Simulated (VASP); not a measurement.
# MoS2 in VASP: notebook

MoS2 is run at these levels: PBE+D3(BJ); tasks: single point.

Program: VASP 6.6.1. These are calculated values, not measurements. Logs are shortened: lines on timing, memory, paths and dates and some standing lists are left out, and cuts for length are marked.

## (1) The cell of the first run

The cell holds a slab with vacuum, 12 atoms: a = 6.306 Å, b = 6.306 Å, c = 21.582 Å, α = 90.00°, β = 90.00°, γ = 120.00°.

## (2) Single point, PBE+D3(BJ)

INCAR reads:

```
  ALGO = Normal
  DIPOL = 0.5 0.5 0.443
  EDIFF = 1E-6
  ENCUT = 520
  GGA = PE
  IDIPOL = 3
  ISIF = 2
  ISMEAR = 0
  IVDW = 12
  LASPH = T
  LCHARG = F
  LDIPOL = T
  LREAL = F
  LWAVE = F
  NBANDS = 64
  NELM = 60
  PREC = Accurate
  SIGMA = 0.05
```

KPOINTS reads:

```
k-points
0
Gamma
  3 3 1
```

POSCAR reads:

```
MoS2
1.0
    6.3058975174      0.0000000000      0.0000000000
   -3.1529487587      5.4610674438      0.0000000000
    0.0000000000      0.0000000000     21.5821191882
S Mo
8 4
Direct
    0.6666666667      0.3333333333      0.3706772227
    0.6666666667      0.8333333333      0.3706772227
    0.1666666667      0.3333333333      0.3706772227
    0.1666666667      0.8333333333      0.3706772227
    0.6667924065      0.3332335883      0.5158659766
    0.6667664117      0.8335588182      0.5158659766
    0.1664411818      0.3332075935      0.5158659766
    0.1666666667      0.8333333333      0.5161340405
    0.3332873913      0.1665667909      0.4433844201
    0.3332793996      0.6667126087      0.4433844201
    0.8333333333      0.1666666667      0.4431541891
    0.8334332091      0.6667206004      0.4433844201
```

Potentials or basis: VASP PAW PBE potentials, release 64 (S, Mo_sv).

Started as:

```sh
cat potpaw_PBE.64/S/POTCAR potpaw_PBE.64/Mo_sv/POTCAR > POTCAR
mpirun -np 1 vasp_std > vasp.out
```

OUTCAR:

```text
EDIFF = 1E-6
   ENCUT = 520
   GGA = PE
   ISIF = 2
   ISMEAR = 0
   IVDW = 12
   LASPH = T
   LREAL = F
   NELM = 60
   PREC = Accurate
 IVDW          = 12

 ion  position               nearest neighbor table
   1  0.667  0.333  0.371-  11 2.40   9 2.40  12 2.40
   2  0.667  0.833  0.371-  11 2.40  12 2.40  10 2.40
   3  0.167  0.333  0.371-  11 2.40  10 2.40   9 2.40
   4  0.167  0.833  0.371-  10 2.40  12 2.40   9 2.40
   5  0.667  0.333  0.516-  12 2.40   9 2.40  11 2.40
   6  0.667  0.834  0.516-  10 2.40  12 2.40  11 2.40
   7  0.166  0.333  0.516-   9 2.40  10 2.40  11 2.40
   8  0.167  0.833  0.516-  10 2.40  12 2.40   9 2.40
   9  0.333  0.167  0.443-   7 2.40   5 2.40   4 2.40   8 2.40   1 2.40   3 2.40  12 3.15  10 3.15
                            11 3.15  11 3.15  10 3.15  12 3.15
  10  0.333  0.667  0.443-   6 2.40   7 2.40   4 2.40   8 2.40   3 2.40   2 2.40  12 3.15   9 3.15
                            11 3.15  11 3.15  12 3.15   9 3.15
  11  0.833  0.167  0.443-   1 2.40   3 2.40   2 2.40   5 2.40   7 2.40   6 2.40   9 3.15  10 3.15
                            12 3.15  12 3.15  10 3.15   9 3.15
  12  0.833  0.667  0.443-   5 2.40   6 2.40   4 2.40   8 2.40   2 2.40   1 2.40  10 3.15   9 3.15
                            11 3.15  11 3.15  10 3.15   9 3.15

  LATTYP: Found a hexagonal cell.
 ALAT       =     6.3058975174
 C/A-ratio  =     3.4225293273

  Lattice vectors:

 A1 = (   6.3058975174,   0.0000000000,   0.0000000000)
 A2 = (  -3.1529487587,   5.4610674438,   0.0000000000)
 A3 = (   0.0000000000,   0.0000000000,  21.5821191882)

Analysis of symmetry for initial positions (statically):
=====================================================================
 Subroutine PRICEL returns:
 Original cell was already a primitive cell.

 Routine SETGRP: Setting up the symmetry group for a
 hexagonal supercell.

 Subroutine GETGRP returns: Found  3 space group operations
 (whereof  1 operations were pure point group operations)
 out of a pool of 24 trial point group operations.

The static configuration has the point symmetry C_1 .
 The point group associated with its full space group is C_3 .

Analysis of symmetry for dynamics (positions and initial velocities):
=====================================================================
 Subroutine PRICEL returns:
 Original cell was already a primitive cell.

 Routine SETGRP: Setting up the symmetry group for a
 hexagonal supercell.

 Subroutine GETGRP returns: Found  3 space group operations
 (whereof  1 operations were pure point group operations)
 out of a pool of 24 trial point group operations.

The dynamic configuration has the point symmetry C_1 .
 The point group associated with its full space group is C_3 .

 Subroutine INISYM returns: Found  3 space group operations
 (whereof  1 operations are pure point group operations),
 and found     1 'primitive' translations

----------------------------------------------------------------------------------------

                                     Primitive cell

  volume of cell :     743.2220

  direct lattice vectors                    reciprocal lattice vectors
     6.305897517  0.000000000  0.000000000     0.158581708  0.091557192  0.000000000
    -3.152948759  5.461067444  0.000000000     0.000000000  0.183114384  0.000000000
     0.000000000  0.000000000 21.582119188     0.000000000  0.000000000  0.046334653

  length of vectors
     6.305897517  6.305897517 21.582119188     0.183114384  0.183114384  0.046334653

  position of ions in fractional coordinates (direct lattice)
     0.666666667  0.333333333  0.370677223
     0.666666667  0.833333333  0.370677223
     0.166666667  0.333333333  0.370677223
     0.166666667  0.833333333  0.370677223
     0.666792407  0.333233588  0.515865977
     0.666766412  0.833558818  0.515865977
     0.166441182  0.333207593  0.515865977
     0.166666667  0.833333333  0.516134040
     0.333287391  0.166566791  0.443384420
     0.333279400  0.666712609  0.443384420
     0.833333333  0.166666667  0.443154189
     0.833433209  0.666720600  0.443384420

  ion indices of the primitive-cell ions
   primitive index   ion index
                 1           1
                 2           2
                 3           3
                 4           4
                 5           5
                 6           6
                 7           7
                 8           8
                 9           9
                10          10
                11          11
                12          12

----------------------------------------------------------------------------------------

 KPOINTS: k-points

Automatic generation of k-mesh.
 Grid dimensions read from file:
 generate k-points for:    3    3    1

 Generating k-lattice:

  Cartesian coordinates                     Fractional coordinates (reciprocal lattice)
     0.052860569  0.030519064  0.000000000     0.333333333  0.000000000  0.000000000
     0.000000000  0.061038128  0.000000000     0.000000000  0.333333333  0.000000000
     0.000000000  0.000000000  0.046334653     0.000000000  0.000000000  1.000000000

  Length of vectors
     0.061038128  0.061038128  0.046334653

  Shift w.r.t. Gamma in fractional coordinates (k-lattice)
     0.000000000  0.000000000  0.000000000

 Subroutine IBZKPT returns following result:
 ===========================================

 Found      3 irreducible k-points:

 Following reciprocal coordinates:
            Coordinates               Weight
  0.000000  0.000000  0.000000      1.000000
  0.333333  0.000000  0.000000      6.000000
  0.333333  0.333333  0.000000      2.000000
   k-points           NKPTS =      3   k-points in BZ     NKDIM =      3   number of bands    NBANDS=     64
   number of dos      NEDOS =    301   number of ions     NIONS =     12
   total plane-waves  NPLWV = 373248
   dimension x,y,z NGX =    48 NGY =   48 NGZ =  162
   dimension x,y,z NGXF=    96 NGYF=   96 NGZF=  324
   ions per type =               8   4
   NGX,Y,Z   is equivalent  to a cutoff of  12.65, 12.65, 12.48 a.u.
   NGXF,Y,Z  is equivalent  to a cutoff of  25.31, 25.31, 24.96 a.u.
 SYSTEM =  unknown system
   PREC   = accura    normal or accurate (medium, high low for compatibility)
   ISTART =      0    job   : 0-new  1-cont  2-samecut
   ICHARG =      2    charge: 1-file 2-atom 10-const
   ISPIN  =      1    spin polarized calculation?
   LNONCOLLINEAR =      F non collinear calculations
   LSORBIT =      F    spin-orbit coupling
   LASPH  =      T    aspherical Exc in radial PAW
   ENCUT  =  520.0 eV  38.22 Ry    6.18 a.u.  11.72 11.72 40.13*2*pi/ulx,y,z
   NELM   =     60;   NELMIN=  2; NELMDL= -5     # of ELM steps
   EDIFF  = 0.1E-05   stopping-criterion for ELM
   LREAL  =      F    real-space projection
   EDIFFG = 0.1E-04   stopping-criterion for IOM
   NSW    =      0    number of steps for IOM
   IBRION =     -1    ionic relax: 0-MD 1-quasi-New 2-CG
   NFREE  =      0    steps in history (QN), initial steepest desc. (CG)
   ISIF   =      2    stress and relaxation
   ISYM   =      2    0-nonsym 1-usesym 2-fastsym
   POTIM  = 0.5000    time-step for ionic-motion
   TEBEG  =    0.0;   TEEND  =   0.0 temperature during run
   PSTRESS=    0.0 pullay stress
   NELECT =     104.0000    total number of electrons
   NUPDOWN=      -1.0000    fix difference up-down
   EMIN   =  10.00;   EMAX   =-10.00  energy-range for DOS
   EFERMI =   0.00;   METHOD = LEGACY
   ISMEAR =     0;   SIGMA  =   0.05  broadening in eV -4-tet -1-fermi 0-gaus
   EFERMI_NEDOS =   21; number of points for ismear=-14 and -15
   IALGO  =     38    algorithm
   IMIX   =      4    mixing-type and parameters
     AMIX     =   0.40;   BMIX     =  1.00
     AMIX_MAG =   1.60;   BMIX_MAG =  1.00
  volume/ion in A,a.u.               =      61.94       417.96
  Fermi-wavevector in a.u.,A,eV,Ry     =   0.849923  1.606122  9.828437  0.722370
  Thomas-Fermi vector in A             =   1.965820
   LORBIT       =      0    0 simple, 1 ext, 2 COOP (PROOUT), +10 PAW based schemes
   GGA     = PE    functional components
   LHFCALC =     F    Hartree Fock is set to
   AEXX    =    0.0000 exact exchange contribution
   IVDW    =    12    specifies the selected vdW correction
   LEPSILON=     F    determine dielectric tensor
   LRPA    =     F    only Hartree local field effects (RPA)
 non-spin polarized calculation
 Gauss-broadening in eV      SIGMA  =   0.05
  energy-cutoff  :      520.00
  volume of cell :      743.22
 maximum number of plane-waves:     20022
 NGX is ok and might be reduce to    48
   NGX = 23   NGY = 23   NGZ = 81

 dipolmoment           0.000000      0.000000     -0.000634 electrons x Angstroem

 number of electron     103.9999993 magnetization

 dipolmoment           0.000000      0.000000      0.000115 electrons x Angstroem

 Free energy of the ion-electron system (eV)
  ---------------------------------------------------
  ext. energy  EPLUGINS =         0.00000000
  ---------------------------------------------------
  free energy    TOTEN  =       -87.36759182 eV

  energy without entropy =      -87.36759182  energy(sigma->0) =      -87.36759182

 E-fermi :  -1.8876     XC(G=0):  -3.5868

 val. band max:       -2.2237042218   @ k =   0.3333   0.3333   0.0000
 cond. band min:      -0.4407242905   @ k =   0.3333   0.3333   0.0000
 fundamental gap:      1.7829799313
 Fermi energy:        -1.8875827926

 k-point     1 :       0.0000    0.0000    0.0000
  band No.  band energies     occupation
      1     -63.0582      2.00000
      2     -63.0161      2.00000
      3     -63.0161      2.00000
      4     -63.0151      2.00000
      5     -37.3856      2.00000
      6     -37.3856      2.00000
[... 56 lines left out ...]
     63       1.7010      0.00000
     64       1.7012      0.00000

 k-point     2 :       0.3333    0.0000    0.0000
  band No.  band energies     occupation
      1     -63.0476      2.00000
      2     -63.0264      2.00000
      3     -63.0161      2.00000
      4     -63.0154      2.00000
      5     -37.3348      2.00000
      6     -37.3345      2.00000
[... 56 lines left out ...]
     63       1.1578      0.00000
     64       1.2325      0.00000

 k-point     3 :       0.3333    0.3333    0.0000
  band No.  band energies     occupation
      1     -63.0321      2.00000
      2     -63.0320      2.00000
      3     -63.0311      2.00000
      4     -63.0104      2.00000
      5     -37.2847      2.00000
      6     -37.2391      2.00000
[... 56 lines left out ...]
     63       0.8116      0.00000
     64       1.4024      0.00000

------------------------ aborting loop because EDIFF is reached ----------------------------------------

 vacuum level on the upper side and lower side of the slab       (xc-potential included)        -0.145        -0.145

 Edisp (eV)   -3.83526

 E8    (eV) :    -1.6589

  FORCE on cell =-STRESS in cart. coord.  units (eV):
  Direction    XX          YY          ZZ          XY          YZ          ZX
  --------------------------------------------------------------------------------------
  -------------------------------------------------------------------------------------
  Total      -0.00579    -0.00579    -0.14061    -0.00000    -0.00000     0.00000
  in kB      -0.01249    -0.01249    -0.30312    -0.00000    -0.00000     0.00000
  external pressure =       -0.11 kB  Pullay stress =        0.00 kB

 VOLUME and BASIS-vectors are now :
 -----------------------------------------------------------------------------
  energy-cutoff  :      520.00
  volume of cell :      743.22
      direct lattice vectors                 reciprocal lattice vectors
     6.305897517  0.000000000  0.000000000     0.158581708  0.091557192  0.000000000
    -3.152948759  5.461067444  0.000000000     0.000000000  0.183114384  0.000000000
     0.000000000  0.000000000 21.582119188     0.000000000  0.000000000  0.046334653

 POSITION                                       TOTAL-FORCE (eV/Angst)
 -----------------------------------------------------------------------------------
      3.15295      1.82036      8.00000        -0.017564      0.010400      0.003313
      1.57647      4.55089      8.00000        -0.000225     -0.020411      0.003313
      0.00000      1.82036      8.00000         0.017789      0.010011      0.003313
     -1.57647      4.55089      8.00000         0.000000      0.000000      0.027853
      3.15406      1.81981     11.13348        -0.000273     -0.000606      0.017918
      1.57639      4.55212     11.13348         0.000661      0.000067      0.017918
     -0.00103      1.81967     11.13348        -0.000389      0.000539      0.017918
     -1.57647      4.55089     11.13927         0.000000      0.000000     -0.034981
      1.57650      0.90963      9.56918        -0.000000     -0.003817     -0.035908
     -0.00048      3.64096      9.56918        -0.003305      0.001909     -0.035908
      4.72942      0.91018      9.56421         0.000000      0.000000      0.051158
      3.15341      3.64101      9.56918         0.003305      0.001908     -0.035908
 -----------------------------------------------------------------------------------
    total drift:                               -0.000000      0.000000      0.000825

  FREE ENERGIE OF THE ION-ELECTRON SYSTEM (eV)
  ---------------------------------------------------
  free  energy   TOTEN  =       -91.2028512416 eV

  energy  without entropy=      -91.2028512416  energy(sigma->0) =      -91.20285124

 vacuum level on the upper side and lower side of the slab         3.553         3.552
```

Wall time 3.6 min (1 thread of Intel Xeon Platinum 8488C (Sapphire Rapids), shared host); peak memory 0.74 GiB.

Results:

| Property | Result |
| --- | --- |
| Free energy | -91.2029 eV |
| Largest force | 0.051 eV/Å |
| Band gap on the k mesh | 1.78 eV |
| Dispersion energy per atom | -0.320 eV |

Forces in eV/Å, atoms in the order of the input:
```
S   -0.018  0.010  0.003
S    0.000 -0.020  0.003
S    0.018  0.010  0.003
S    0.000  0.000  0.028
S    0.000 -0.001  0.018
S    0.001  0.000  0.018
S    0.000  0.001  0.018
S    0.000  0.000 -0.035
Mo   0.000 -0.004 -0.036
Mo  -0.003  0.002 -0.036
Mo   0.000  0.000  0.051
Mo   0.003  0.002 -0.036
```

Levels at points of the mesh, in eV from the valence-band top:
```tsv
k point	band 49	band 50	band 51	band 52	band 53	band 54	band 55	band 56
(0.00, 0.00, 0.00)	-0.65	-0.65	-0.65	-0.09	2.36	2.36	2.36	2.84
```

## (3) Single point, PBE+D3(BJ)

This run uses another cell than the first one, of 54.89 Å³/atom, 0.886 times its volume.

INCAR reads:

```
PREC = Accurate ; ENCUT = 520
EDIFF = 1E-6 ; ISMEAR = 0
SIGMA = 0.05 ; LREAL = False
LASPH = True ; NELM = 100
ALGO = Normal ; ISIF = 2
LWAVE = False ; LCHARG = False
LDIPOL = True ; IDIPOL = 3
DIPOL = 0.5 0.5 0.500 ; GGA = PE
IVDW = 12 ; NBANDS = 64
```

KPOINTS reads:

```
Automatic mesh
0
Gamma
  3 3 1
```

POSCAR reads:

```
MoS2
1.0
    6.3058975141      0.0000000000      0.0000000000
   -3.1529487571      5.4610674409      0.0000000000
    0.0000000000      0.0000000000     19.1272324035
S Mo
8 4
Direct
    0.6666666667      0.3333333333      0.4182518323
    0.6666666667      0.8333333333      0.4182518323
    0.1666666667      0.3333333333      0.4182518323
    0.1666666667      0.8333333333      0.4182518323
    0.6666666667      0.3333333333      0.5822054263
    0.6666666667      0.8333333333      0.5822054263
    0.1666666667      0.3333333333      0.5822054263
    0.1666666667      0.8333333333      0.5822054263
    0.3333333333      0.1666666667      0.5002290782
    0.3333333333      0.6666666667      0.5002290782
    0.8333333333      0.1666666667      0.5002290782
    0.8333333333      0.6666666667      0.5002290782
```

Potentials or basis: VASP PAW PBE potentials, release 64 (S, Mo_sv).

Started as:

```sh
cat potpaw_PBE.64/S/POTCAR potpaw_PBE.64/Mo_sv/POTCAR > POTCAR
mpirun -np 1 vasp_std > vasp.out
```

Run time: 5.1 min. Hardware: 1 thread of Intel Xeon Platinum 8259CL at 2.50GHz (Skylake/Cascade Lake), shared host; peak memory 0.68 GiB.

It converged, with:

```
Free energy                : -91.2058 eV
Largest force              : 0.012 eV/Å
Band gap on the k mesh     : 1.78 eV
Dispersion energy per atom : -0.320 eV
```

Forces in eV/Å, atoms in the order of the input:
```
S    0.000  0.000  0.012
S    0.000  0.000  0.012
S    0.000  0.000  0.012
S    0.000  0.000  0.012
S    0.000  0.000 -0.012
S    0.000  0.000 -0.012
S    0.000  0.000 -0.012
S    0.000  0.000 -0.012
Mo   0.000  0.000  0.000
Mo   0.000  0.000  0.000
Mo   0.000  0.000  0.000
Mo   0.000  0.000  0.000
```

Levels at points of the mesh, in eV from the valence-band top:
| k point | band 48 | band 49 | band 50 | band 51 | band 52 | band 53 | band 54 | band 55 | band 56 | band 57 |
| --- | --- | --- | --- | --- | --- | --- | --- | --- | --- | --- |
| (0.00, 0.00, 0.00) | -0.91 | -0.65 | -0.65 | -0.65 | -0.10 | 2.36 | 2.36 | 2.36 | 2.84 | 2.84 |

[end of part 1 of 2]
